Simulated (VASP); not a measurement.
# Rh (Fm-3m) in VASP: further runs

Runs on Rh. Level: PBE. Tasks: electric field gradients.

Everything below comes from runs of VASP 6.6.1. Logs are shortened: lines on timing, memory, paths and dates and some standing lists are left out, and cuts for length are marked.

## 1. The cell of the first run

It takes space group Fm-3m (No. 225, cubic). The conventional cell has a = 3.778 Å, b = 3.778 Å, c = 3.778 Å, α = 90.00°, β = 90.00°, γ = 90.00°. Rh (site symmetry m-3m) has 12 Rh at 2.67 Å within 3.5 Å.

## 2. Electric field gradients, PBE (volume scaled by 0.98)

INCAR

```
PREC = Accurate
ENCUT = 520
EDIFF = 1E-8
ISMEAR = -1
SIGMA = 0.03
LREAL = False
LASPH = True
NELM = 60
ALGO = Normal
ISIF = 2
LWAVE = False
LCHARG = False
GGA = PE
LEFG = True
NBANDS = 14
```

KPOINTS

```
regular mesh
0
Gamma
  16 16 16
```

POSCAR

```
Rh
1.0
    0.0000000000      1.8887875349      1.8887875349
    1.8887875349      0.0000000000      1.8887875349
    1.8887875349      1.8887875349      0.0000000000
Rh
1
Direct
    0.0000000000      0.0000000000      0.0000000000
```

Potentials or basis: VASP PAW PBE potentials, release 64 (Rh_pv).

Run with:

```
cat potpaw_PBE.64/Rh_pv/POTCAR > POTCAR
mpirun -np 1 vasp_std > vasp.out
```

OUTCAR:

```text
PREC = Accurate
   ENCUT = 520
   EDIFF = 1E-8
   ISMEAR = -1
   LREAL = False
   LASPH = True
   NELM = 60
   ISIF = 2
   GGA = PE

 ion  position               nearest neighbor table
   1  0.000  0.000  0.000-

  LATTYP: Found a face centered cubic cell.
 ALAT       =     3.7775750698

  Lattice vectors:

 A1 = (   0.0000000000,   1.8887875349,   1.8887875349)
 A2 = (   1.8887875349,   0.0000000000,   1.8887875349)
 A3 = (   1.8887875349,   1.8887875349,   0.0000000000)

Analysis of symmetry for initial positions (statically):
=====================================================================
 Subroutine PRICEL returns:
 Original cell was already a primitive cell.

 Routine SETGRP: Setting up the symmetry group for a
 face centered cubic supercell.

 Subroutine GETGRP returns: Found 48 space group operations
 (whereof 48 operations were pure point group operations)
 out of a pool of 48 trial point group operations.

The static configuration has the point symmetry O_h .

Analysis of symmetry for dynamics (positions and initial velocities):
=====================================================================
 Subroutine PRICEL returns:
 Original cell was already a primitive cell.

 Routine SETGRP: Setting up the symmetry group for a
 face centered cubic supercell.

 Subroutine GETGRP returns: Found 48 space group operations
 (whereof 48 operations were pure point group operations)
 out of a pool of 48 trial point group operations.

The dynamic configuration has the point symmetry O_h .

 Subroutine INISYM returns: Found 48 space group operations
 (whereof 48 operations are pure point group operations),
 and found     1 'primitive' translations

----------------------------------------------------------------------------------------

                                     Primitive cell

  volume of cell :      13.4766

  direct lattice vectors                    reciprocal lattice vectors
     0.000000000  1.888787535  1.888787535    -0.264720087  0.264720087  0.264720087
     1.888787535  0.000000000  1.888787535     0.264720087 -0.264720087  0.264720087
     1.888787535  1.888787535  0.000000000     0.264720087  0.264720087 -0.264720087

  length of vectors
     2.671148948  2.671148948  2.671148948     0.458508640  0.458508640  0.458508640

  position of ions in fractional coordinates (direct lattice)
     0.000000000  0.000000000  0.000000000

  ion indices of the primitive-cell ions
   primitive index   ion index
                 1           1

----------------------------------------------------------------------------------------

 KPOINTS: regular mesh

Automatic generation of k-mesh.
 Grid dimensions read from file:
 generate k-points for:   16   16   16

 Generating k-lattice:

  Cartesian coordinates                     Fractional coordinates (reciprocal lattice)
    -0.016545005  0.016545005  0.016545005     0.062500000  0.000000000  0.000000000
     0.016545005 -0.016545005  0.016545005     0.000000000  0.062500000  0.000000000
     0.016545005  0.016545005 -0.016545005     0.000000000  0.000000000  0.062500000

  Length of vectors
     0.028656790  0.028656790  0.028656790

  Shift w.r.t. Gamma in fractional coordinates (k-lattice)
     0.000000000  0.000000000  0.000000000

 Subroutine IBZKPT returns following result:
 ===========================================

 Found    145 irreducible k-points:

 Following reciprocal coordinates:
            Coordinates               Weight
  0.000000  0.000000  0.000000      1.000000
  0.062500  0.000000  0.000000      8.000000
  0.125000  0.000000  0.000000      8.000000
  0.187500  0.000000  0.000000      8.000000
  0.250000  0.000000  0.000000      8.000000
  0.312500  0.000000  0.000000      8.000000
[... 16 lines left out ...]
 -0.125000  0.062500  0.000000     24.000000
 -0.062500  0.062500  0.000000     12.000000
 [... further k-points ...]
   k-points           NKPTS =    145   k-points in BZ     NKDIM =    145   number of bands    NBANDS=     14
   number of dos      NEDOS =    301   number of ions     NIONS =      1
   total plane-waves  NPLWV =   8000
   dimension x,y,z NGX =    20 NGY =   20 NGZ =   20
   dimension x,y,z NGXF=    40 NGYF=   40 NGZF=   40
   ions per type =               1
   NGX,Y,Z   is equivalent  to a cutoff of  12.45, 12.45, 12.45 a.u.
   NGXF,Y,Z  is equivalent  to a cutoff of  24.90, 24.90, 24.90 a.u.
 SYSTEM =  unknown system
   PREC   = accura    normal or accurate (medium, high low for compatibility)
   ISTART =      0    job   : 0-new  1-cont  2-samecut
   ICHARG =      2    charge: 1-file 2-atom 10-const
   ISPIN  =      1    spin polarized calculation?
   LNONCOLLINEAR =      F non collinear calculations
   LSORBIT =      F    spin-orbit coupling
   LASPH  =      T    aspherical Exc in radial PAW
   ENCUT  =  520.0 eV  38.22 Ry    6.18 a.u.   4.97  4.97  4.97*2*pi/ulx,y,z
   NELM   =     60;   NELMIN=  2; NELMDL= -5     # of ELM steps
   EDIFF  = 0.1E-07   stopping-criterion for ELM
   LREAL  =      F    real-space projection
   EDIFFG = 0.1E-06   stopping-criterion for IOM
   NSW    =      0    number of steps for IOM
   IBRION =     -1    ionic relax: 0-MD 1-quasi-New 2-CG
   NFREE  =      0    steps in history (QN), initial steepest desc. (CG)
   ISIF   =      2    stress and relaxation
   ISYM   =      2    0-nonsym 1-usesym 2-fastsym
   POTIM  = 0.5000    time-step for ionic-motion
   TEBEG  =    0.0;   TEEND  =   0.0 temperature during run
   PSTRESS=    0.0 pullay stress
   NELECT =      15.0000    total number of electrons
   NUPDOWN=      -1.0000    fix difference up-down
   EMIN   =  10.00;   EMAX   =-10.00  energy-range for DOS
   EFERMI =   0.00;   METHOD = LEGACY
   ISMEAR =    -1;   SIGMA  =   0.03  broadening in eV -4-tet -1-fermi 0-gaus
   EFERMI_NEDOS =   21; number of points for ismear=-14 and -15
   IALGO  =     38    algorithm
   IMIX   =      4    mixing-type and parameters
     AMIX     =   0.40;   BMIX     =  1.00
     AMIX_MAG =   1.60;   BMIX_MAG =  1.00
  volume/ion in A,a.u.               =      13.48        90.94
  Fermi-wavevector in a.u.,A,eV,Ry     =   1.696597  3.206104 39.163594  2.878443
  Thomas-Fermi vector in A             =   2.777431
   LORBIT       =      0    0 simple, 1 ext, 2 COOP (PROOUT), +10 PAW based schemes
   GGA     = PE    functional components
   LHFCALC =     F    Hartree Fock is set to
   AEXX    =    0.0000 exact exchange contribution
   IVDW    =     0    specifies the selected vdW correction
   LEPSILON=     F    determine dielectric tensor
   LRPA    =     F    only Hartree local field effects (RPA)
 non-spin polarized calculation
  energy-cutoff  :      520.00
  volume of cell :       13.48
 maximum number of plane-waves:       380
   NGX =  9   NGY =  9   NGZ =  9

 number of electron      15.0000006 magnetization

 Free energy of the ion-electron system (eV)
  ---------------------------------------------------
  ext. energy  EPLUGINS =         0.00000000
  ---------------------------------------------------
  free energy    TOTEN  =        -7.23914720 eV

  energy without entropy =       -7.23469734  energy(sigma->0) =       -7.23692227

 E-fermi :  12.2597     XC(G=0): -14.1606

 val. band max:       12.2512868452   @ k =   0.3125   0.2500   0.0000
 cond. band min:      12.2625585219   @ k =  -0.3750   0.2500   0.0000
 fundamental gap:      0.0112716767
 Fermi energy:        12.2596911825

 k-point     1 :       0.0000    0.0000    0.0000
  band No.  band energies     occupation
      1     -34.1366      2.00000
      2     -34.1366      2.00000
      3     -34.1366      2.00000
      4       4.1679      2.00000
      5       9.1022      2.00000
      6       9.1022      2.00000
      7       9.1022      2.00000
      8      11.2555      2.00000
      9      11.2555      2.00000
     10      28.2548      0.00000
     11      32.7521      0.00000
     12      33.8303      0.00000
     13      33.8303      0.00000
     14      33.8303      0.00000

 k-point     2 :       0.0625    0.0000    0.0000
  band No.  band energies     occupation
      1     -34.1676      2.00000
      2     -34.1408      2.00000
      3     -34.1408      2.00000
      4       4.3285      2.00000
      5       9.0301      2.00000
      6       9.1654      2.00000
      7       9.1654      2.00000
      8      11.2197      2.00000
      9      11.2197      2.00000
     10      28.4918      0.00000
     11      32.7485      0.00000
     12      32.9689      0.00000
     13      34.0684      0.00000
     14      34.0684      0.00000

 k-point     3 :       0.1250    0.0000    0.0000
  band No.  band energies     occupation
      1     -34.2552      2.00000
      2     -34.1526      2.00000
      3     -34.1526      2.00000
      4       4.7818      2.00000
      5       8.8607      2.00000
      6       9.3231      2.00000
      7       9.3231      2.00000
      8      11.1515      2.00000
      9      11.1515      2.00000
     10      29.1058      0.00000
     11      31.2632      0.00000
     12      32.7531      0.00000
     13      34.7540      0.00000
     14      34.7540      0.00000

 k-point     4 :       0.1875    0.0000    0.0000
  band No.  band energies     occupation
      1     -34.3851      2.00000
      2     -34.1702      2.00000
      3     -34.1702      2.00000
      4       5.4178      2.00000
      5       8.7455      2.00000
      6       9.4691      2.00000
      7       9.4691      2.00000
      8      11.1727      2.00000
      9      11.1727      2.00000
     10      29.3671      0.00000
     11      29.8266      0.00000
     12      32.7525      0.00000
     13      35.7963      0.00000
     14      35.7963      0.00000

 k-point     5 :       0.2500    0.0000    0.0000
  band No.  band energies     occupation
      1     -34.5361      2.00000
      2     -34.1909      2.00000
      3     -34.1909      2.00000
      4       5.9723      2.00000
      5       8.9819      2.00000
      6       9.4726      2.00000
      7       9.4726      2.00000
      8      11.4208      2.00000
      9      11.4208      2.00000
     10      27.5258      0.00000
     11      29.9184      0.00000
[... 276 lines left out ...]
 k-point    22 :      -0.1875    0.0625    0.0000
  band No.  band energies     occupation
      1     -34.4405      2.00000
      2     -34.2062      2.00000
      3     -34.1688      2.00000
      4       5.7629      2.00000
      5       8.6168      2.00000
      6       9.5332      2.00000
      7       9.5806      2.00000
      8      10.8903      2.00000
      9      11.6025      2.00000
     10      28.8540      0.00000
     11      30.0706      0.00000
     12      32.7524      0.00000
     13      34.9017      0.00000
     14      37.0703      0.00000

 k-point    23 :      -0.1250    0.0625    0.0000
  band No.  band energies     occupation
      1     -34.3072      2.00000
      2     -34.1820      2.00000
      3     -34.1522      2.00000
      4       5.1149      2.00000
      5       8.6974      2.00000
      6       9.4368      2.00000
      7       9.4685      2.00000
      8      10.8970      2.00000
      9      11.3620      2.00000
     10      29.5140      0.00000
     11      30.6344      0.00000
     12      32.7529      0.00000
     13      34.2182      0.00000
     14      35.7408      0.00000

 k-point    24 :      -0.0625    0.0625    0.0000
  band No.  band energies     occupation
      1     -34.2110      2.00000
      2     -34.1590      2.00000
      3     -34.1423      2.00000
      4       4.5881      2.00000
      5       8.8953      2.00000
      6       9.2521      2.00000
      7       9.3016      2.00000
      8      11.0613      2.00000
      9      11.2810      2.00000
     10      28.8612      0.00000
     11      32.1311      0.00000
     12      32.7547      0.00000
     13      33.9059      0.00000
     14      34.7061      0.00000

 [... further k-points ...]
[... 5 lines left out ...]
  --------------------------------------------------------------------------------------
  -------------------------------------------------------------------------------------
  Total        1.0039731      1.0039731      1.0039731      0.0000000      0.0000000     -0.0000000
  in kB      119.3585020    119.3585020    119.3585020      0.0000000      0.0000000     -0.0000000
  external PRESSURE =     119.3585020 kB  Pullay stress =       0.0000000 kB

 VOLUME and BASIS-vectors are now :
 -----------------------------------------------------------------------------
  energy-cutoff  :      520.00
  volume of cell :       13.48
      direct lattice vectors                 reciprocal lattice vectors
     0.000000000  1.888787535  1.888787535    -0.264720087  0.264720087  0.264720087
     1.888787535  0.000000000  1.888787535     0.264720087 -0.264720087  0.264720087
     1.888787535  1.888787535  0.000000000     0.264720087  0.264720087 -0.264720087

 POSITION                                       TOTAL-FORCE (eV/Angst)
 -----------------------------------------------------------------------------------
      0.00000      0.00000      0.00000         0.000000     -0.000000     -0.000000
 -----------------------------------------------------------------------------------
    total drift:                                0.000000     -0.000000     -0.000000

  FREE ENERGIE OF THE ION-ELECTRON SYSTEM (eV)
  ---------------------------------------------------
  free  energy   TOTEN  =        -7.2391471996 eV

  energy  without entropy=       -7.2346973448  energy(sigma->0) =       -7.23692227

 Electric field gradients (V/A^2)
---------------------------------------------------------------------
 ion       V_xx      V_yy      V_zz      V_xy      V_xz      V_yz
---------------------------------------------------------------------
   1       0.000    -0.000    -0.000     0.001     0.001     0.001
---------------------------------------------------------------------

 Electric field gradients after diagonalization (V/A^2)
 (convention: |V_zz| > |V_xx| > |V_yy|)
----------------------------------------------------------------------
 ion       V_xx      V_yy      V_zz     asymmetry (V_yy - V_xx)/ V_zz
----------------------------------------------------------------------
   1      -0.001    -0.001     0.002       0.000
----------------------------------------------------------------------

           NMR quadrupolar parameters

 Cq : quadrupolar parameter    Cq=e*Q*V_zz/h
 eta: asymmetry parameters     (V_yy - V_xx)/ V_zz
 Q  : nuclear electric quadrupole moment in mb (millibarn)
----------------------------------------------------------------------
 ion       Cq(MHz)       eta       Q (mb)
----------------------------------------------------------------------
   1       0.000       0.000       1.000
----------------------------------------------------------------------
```

Run time: 24 s. Hardware: 1 thread of Intel Xeon Platinum 8259CL at 2.50GHz (Skylake/Cascade Lake), shared host; peak memory 0.14 GiB.

Results:

```yaml
Free_energy: -7.2391 eV
Pressure: 11.9 GPa
```

Caveat: without QUAD_EFG the Cq values of the log hold for a quadrupole moment of 1 mb, not for the nuclei.

(Continued in part 2 of 2.)
